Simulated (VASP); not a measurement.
Input of a VASP 6.6.1 run:

File INCAR:

```
PREC = Accurate
ENCUT = 520
EDIFF = 1E-6
ISMEAR = 1
SIGMA = 0.3
LREAL = False
LASPH = True
NELM = 100
ALGO = Normal
ISIF = 2
LWAVE = False
LCHARG = False
GGA = CA
NBANDS = 18
```

File KPOINTS:

```
Automatic mesh
0
Gamma
  15 15 8
```

The input POSCAR:

```
Cu
1.0
    2.5340970000      0.0000000000      0.0000000000
   -1.2670485000      2.1945923777      0.0000000000
    0.0000000000      0.0000000000      4.1125710000
Cu
2
Direct
    0.3333330000      0.6666670000      0.2500000000
    0.6666670000      0.3333330000      0.7500000000
```

Potentials or basis: VASP PAW LDA potentials, release 64 (Cu).

Run with:

```console
$ cat potpaw_LDA.64/Cu/POTCAR > POTCAR
$ mpirun -np 1 vasp_std > vasp.out
```

Problem. Predict the pressure.

Solution. -6.9 GPa.

Problem. What does it give for the band gap on the k mesh?

Solution. Zero (bands 11 and 12 overlap by 6.12 eV).

Stress tensor (GPa, compression positive):
```
-8.01  0.00  0.00
 0.00 -8.01  0.00
 0.00  0.00 -4.67
```

Caveat: the cell stands under tension; so wide a smearing shifts energies and pressures.
